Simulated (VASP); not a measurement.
Wanted: the native input for a VASP 6.6.1 run.

* Task: single point
* Functional: PBE
* Potentials or basis: VASP PAW PBE potentials, release 64 (Hf_pv, W_sv)
* Cutoff: 520 eV
* k mesh: 21 × 21 × 12
* Occupations: gaussian, width 0.1 eV
* Spin: no spin polarisation
* Dipole correction: no
* Further INCAR settings: ALGO = Fast; EDIFF = 1e-06; NBANDS = 19

The structure of HfW lies in POSCAR:

```
HfW
1.0
    2.9118148343      0.0000000000      0.0000000000
   -1.4559074171      2.5217056176      0.0000000000
    0.0000000000      0.0000000000      5.1261281673
Hf W
1 1
Direct
    0.6666666667      0.3333333333      0.0000000000
    0.0000000000      0.0000000000      0.5000000000
```

One way to write it, as run:

INCAR

```
PREC = Accurate
ENCUT = 520
EDIFF = 1E-6
ISMEAR = 0
SIGMA = 0.1
LREAL = False
LASPH = True
NELM = 100
ALGO = Fast
ISIF = 2
LWAVE = False
LCHARG = False
GGA = PE
NBANDS = 19
```

KPOINTS

```
Automatic mesh
0
Gamma
  21 21 12
```

Potentials or basis: VASP PAW PBE potentials, release 64 (Hf_pv, W_sv).

Run with:

```bash
$ cat potpaw_PBE.64/Hf_pv/POTCAR potpaw_PBE.64/W_sv/POTCAR > POTCAR
$ mpirun -np 1 vasp_std > vasp.out
```

It gave:

* Pressure: -0.3 GPa
* Band gap on the k mesh: zero (bands 12 and 13 overlap by 1.41 eV)

Caveat: spin-orbit coupling is left out, which moves the levels of the heavy elements.

It took 100 s on 1 thread of Intel(R) Xeon(R) 6975P-C (Granite Rapids) (shared host), peak memory 0.36 GiB.
